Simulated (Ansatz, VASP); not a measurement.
**Two plane-wave programs on W**

```
W
1.0
     2.60970    0.00000    0.00000
     0.00000    2.60970    0.00000
     0.00000    0.00000    2.60970
W
1
Direct
  0.00000 0.00000 0.00000
```

Alike in both runs: functional PBEsol; k mesh 12 × 12 × 12; occupations fermi-dirac, width 0.1 eV; no spin polarisation.

Ansatz relaxed the structure, and its values are those at the end. VASP's run is a single point on that final structure, the one shown.

|  | VASP | Ansatz |
| --- | --- | --- |
| version | VASP 6.6.1 | Ansatz 0.2.0 |
| potentials or method | VASP PAW PBE potentials, release 64 (W_sv), cutoff 520 eV | plane waves (420 eV) with PAW, scalar-relativistic |
| valence electrons in the cell | 14 | 14 |

Ansatz gave:

* pressure (GPa): 0.0

Question: Which values does VASP return?

Answer: Pressure (GPa): 0.7.

VASP's potentials were made for PBE, not for PBEsol, and Ansatz warns of the same on its side. The functional is the same, so the differences come from potentials, cutoffs and numerics.

Spin-orbit coupling is off throughout.
